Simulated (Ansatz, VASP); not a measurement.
One calculation of AlNi, two programs

The input INCAR:

```
PREC = Accurate
ENCUT = 600
EDIFF = 1E-6
ISMEAR = -1
SIGMA = 0.05
LREAL = F
LASPH = T
NELM = 150
ALGO = Normal
ISIF = 3
LWAVE = F
LCHARG = F
ISPIN = 2
MAGMOM = 1 0
LORBIT = 11
LMAXMIX = 4
GGA = PS
IVDW = 13
IBRION = 2
NSW = 60
EDIFFG = -0.01
```

Contents of KPOINTS:

```
Automatic mesh
0
Gamma
  9 9 9
```

File POSCAR:

```
AlNi
1.0
    2.8810000000      0.0000000000      0.0000000000
    0.0000000000      2.8810000000      0.0000000000
    0.0000000000      0.0000000000      2.8810000000
Ni Al
1 1
Direct
    0.5000000000      0.5000000000      0.5000000000
    0.0000000000      0.0000000000      0.0000000000
```

input.yaml

```yaml
crystal:
  lattice:
    - [2.881, 0.0, 0.0]
    - [0.0, 2.881, 0.0]
    - [0.0, 0.0, 2.881]
  atoms:
    - { symbol: Ni, position: [0.5, 0.5, 0.5], spin: 1.0 }
    - { symbol: Al, position: [0.0, 0.0, 0.0] }
hamiltonian:
  xc: pbesol
  pseudopotentials: { kind: paw }
  dispersion: d4
magnetization:
  spin_polarized: true
kpoints:
  mp_grid: { grid: [9, 9, 9] }
scf:
  occupations: { method: fermi_dirac, width: 0.05 }
output:
  forces: true
  stress: true
  write_density: true
  write_potential: true
  elf: true
  volumetric_format: npy
relax:
  f_tol: 0.01
  max_steps: 40
  cell: { stress_tol: 0.05 }
```

Alike in both runs: task relaxation of cell and atoms; functional PBEsol; dispersion D4; k mesh 9 × 9 × 9; occupations fermi-dirac, width 0.05 eV; collinear spin.

|  | VASP | Ansatz |
| --- | --- | --- |
| version | VASP 6.6.1 | Ansatz 0.2.0 |
| potentials or method | VASP PAW PBE potentials, release 64 (Ni, Al) | Ansatz PAW |
| plane-wave cutoff (eV) | 600 | 420 |
| valence electrons in the cell | 13 | 21 |

Ansatz gave:

| Item | Value |
| --- | --- |
| gap on the k mesh at the Fermi level, each at its own relaxed structure (eV) | none |
| net moment per atom (μB) | 0.00 |
| relaxed volume (Å³/atom) | 11.51 |
| relaxed cell length with the largest relative difference (Å) | 2.844 |

Which values does VASP return?

gap on the k mesh at the Fermi level, each at its own relaxed structure (eV): none; net moment per atom (μB): 0.00; relaxed volume (Å³/atom): 11.51; relaxed cell length with the largest relative difference (Å): 2.845.

VASP's potentials were made for PBE, not for PBEsol. A gap of «none» marks a metal or a gap that the smearing closes. VASP's potentials hold 13 valence electrons a cell and Ansatz's 21, so a difference there can come from the potentials and not from the codes.

Noted on Ansatz's run: the plane-wave basis is chosen anew once the cell has moved, so the energies of steps on either side of that aren't comparable.
